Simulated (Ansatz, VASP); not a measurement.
## One calculation of ZnS, two programs

```
Zn S
1.0
     3.70771    0.00000    0.00000
    -1.85385    3.21097    0.00000
     0.00000    0.00000    6.10113
Zn S
2 2
Direct
  0.33333 0.66667 0.00592
  0.66667 0.33333 0.50592
  0.33333 0.66667 0.37908
  0.66667 0.33333 0.87908
```

Alike in both runs: task single point; functional r2SCAN; k mesh 6 × 6 × 4; no spin polarisation.

|  | VASP | Ansatz |
| --- | --- | --- |
| version | VASP 6.6.1 | Ansatz 0.2.0 |
| potentials or method | VASP PAW PBE potentials, release 64 (Zn, S) | PAW with Ansatz's default frozen-core files, scalar-relativistic |
| plane-wave cutoff (eV) | 520 | 500 |
| occupations | gaussian, width 0.01 eV | fixed |
| valence electrons in the cell | 36 | 36 |

|  | VASP | Ansatz | Ansatz less VASP |
| --- | --- | --- | --- |
| gap on the k mesh at the Fermi level (eV) | 3.15 | 3.13 | -0.016 |
| pressure (GPa) | 7.1 | 7.0 | -0.08 |
| rms of the force components (eV/Å) | 0.006 | 0.000 | -0.0055 |

VASP's potentials were made for PBE, not for r2SCAN. Atom by atom the forces differ by 0.006 eV/Å (rms over components).
